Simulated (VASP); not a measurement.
Wanted: the native input for a VASP 6.6.1 run.

- Task: single point
- Functional: r2SCAN
- Potentials or basis: VASP PAW PBE potentials, release 64 (Al, N)
- Cutoff: 520 eV
- k mesh: 6 × 6 × 4
- Occupations: gaussian, width 0.01 eV
- Spin: no spin polarisation
- Dipole correction: no
- Further INCAR settings: ALGO = Normal; EDIFF = 1e-07; NBANDS = 16

The system is AlN.

```
CELL_PARAMETERS angstrom
3.39818 0.00000 0.00000
-1.69909 2.94291 0.00000
0.00000 0.00000 4.29638
ATOMIC_POSITIONS crystal
Al 0.33333 0.66667 0.75000
Al 0.66667 0.33333 0.25000
N 0.33333 0.66667 0.25000
N 0.66667 0.33333 0.75000
```

These files were run (other wordings do the same):

POSCAR

```
AlN
1.0
    3.3981829488      0.0000000000      0.0000000000
   -1.6990914744      2.9429127592      0.0000000000
    0.0000000000      0.0000000000      4.2963792031
Al N
2 2
Direct
    0.3333333333      0.6666666667      0.7500000000
    0.6666666667      0.3333333333      0.2500000000
    0.3333333333      0.6666666667      0.2500000000
    0.6666666667      0.3333333333      0.7500000000
```

INCAR.step1

```
SYSTEM = AlN
PREC = Accurate
ENCUT = 520
ISMEAR = 0
SIGMA = 0.01
LREAL = .FALSE.
LASPH = .TRUE.
NELM = 80
NBANDS = 16
GGA = PE
ALGO = Normal
EDIFF = 1E-4
LWAVE = .TRUE.
LCHARG = .FALSE.
```

INCAR.step2

```
SYSTEM = AlN
PREC = Accurate
ENCUT = 520
EDIFF = 1E-7
ISMEAR = 0
SIGMA = 0.01
LREAL = .FALSE.
LASPH = .TRUE.
NELM = 80
ALGO = Normal
ISIF = 2
LWAVE = .FALSE.
LCHARG = .FALSE.
METAGGA = R2SCAN
LMIXTAU = .TRUE.
NBANDS = 16
ISTART = 1
```

KPOINTS

```
Automatic mesh
0
G
  6 6 4
  0 0 0
```

Potentials or basis: VASP PAW PBE potentials, release 64 (Al, N).

Command:

```bash
$ cat potpaw_PBE.64/Al/POTCAR potpaw_PBE.64/N/POTCAR > POTCAR
$ cp INCAR.step1 INCAR
$ mpirun -np 1 vasp_std > vasp.out
$ cp INCAR.step2 INCAR
$ mpirun -np 1 vasp_std > vasp.out
```

Results of the run:

- Pressure: -19.2 GPa
- Band gap on the k mesh: 3.25 eV, direct

Caveat: the PAW data sets were made with another functional, which shifts forces and pressure a little.

Wall time 45 s on 1 thread of Intel Xeon 6975P-C (shared host), peak memory 0.17 GiB.
